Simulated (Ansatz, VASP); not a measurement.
Two plane-wave programs on GaN

```
CELL_PARAMETERS angstrom
0.00000 2.00562 2.22791
2.00562 0.00000 2.22791
2.00562 2.00562 0.00000
ATOMIC_POSITIONS crystal
Ga 0.00000 0.00000 0.00000
N 0.50000 0.50000 0.50000
```

Change from the starting cell: epitaxial_xy strain -4.9%.

Alike in both runs: task single point; functional PBE; k mesh 10 × 10 × 10; occupations fermi-dirac, width 0.02 eV; no spin polarisation.

|  | VASP | Ansatz |
| --- | --- | --- |
| version | VASP 6.6.1 | Ansatz 0.2.0 |
| potentials or method | VASP PAW PBE potentials, release 64 (Ga_d, N) | plane waves, PAW |
| plane-wave cutoff (eV) | 520 | 420 |
| valence electrons in the cell | 18 | 18 |

```tsv
	VASP	Ansatz	Ansatz less VASP
pressure (GPa)	26.1	25.3	-0.80
traceless stress, the component that is largest in VASP (GPa)	-18.34	-18.22	+0.117
```

The functional is the same, so the differences come from potentials, cutoffs and numerics.
